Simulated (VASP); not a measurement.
A run of VASP 6.6.1 is set up as follows.

Contents of POSCAR:

```
C
1.0
    0.0000000000      1.7833700000      1.7833700000
    1.7833700000      0.0000000000      1.7833700000
    1.7833700000      1.7833700000      0.0000000000
C
2
Direct
    0.7500000000      0.7500000000      0.7500000000
    0.5000000000      0.5000000000      0.5000000000
```

INCAR.step1

```
SYSTEM = C
PREC = Accurate
ENCUT = 520
EDIFF = 1E-5
ISMEAR = -1
SIGMA = 0.05
LREAL = .FALSE.
LASPH = .TRUE.
NELM = 100
ALGO = Normal
ISIF = 2
LWAVE = .TRUE.
LCHARG = .FALSE.
NBANDS = 11
GGA = PE
```

Contents of INCAR.step2:

```
SYSTEM = C
PREC = Accurate
ENCUT = 520
EDIFF = 1E-6
ISMEAR = -1
SIGMA = 0.05
LREAL = .FALSE.
LASPH = .TRUE.
NELM = 100
ALGO = Normal
ISIF = 2
LWAVE = .FALSE.
LCHARG = .FALSE.
METAGGA = R2SCAN
LHFCALC = .TRUE.
AEXX = 0.35
LMIXTAU = .TRUE.
PRECFOCK = Normal
NBANDS = 11
ISTART = 1
```

KPOINTS

```
Automatic mesh
0
G
  7 7 7
  0 0 0
```

Potentials or basis: VASP PAW PBE potentials, release 64 (C).

The run is started by

```console
$ cat potpaw_PBE.64/C/POTCAR > POTCAR
$ cp INCAR.step1 INCAR
$ mpirun -np 1 vasp_std > vasp.out
$ cp INCAR.step2 INCAR
$ mpirun -np 1 vasp_std > vasp.out
```

(1) Predict the band gap on the k mesh.

(2) Predict the pressure.

Results:

(1) 7.01 eV (least direct gap 8.64 eV).

(2) -12.5 GPa.

Caveat: the k points lie up to 0.44 Å⁻¹ apart; the PAW data sets were made with another functional, which shifts forces and pressure a little; an odd mesh through Γ misses points on the zone boundary, where band edges can lie.
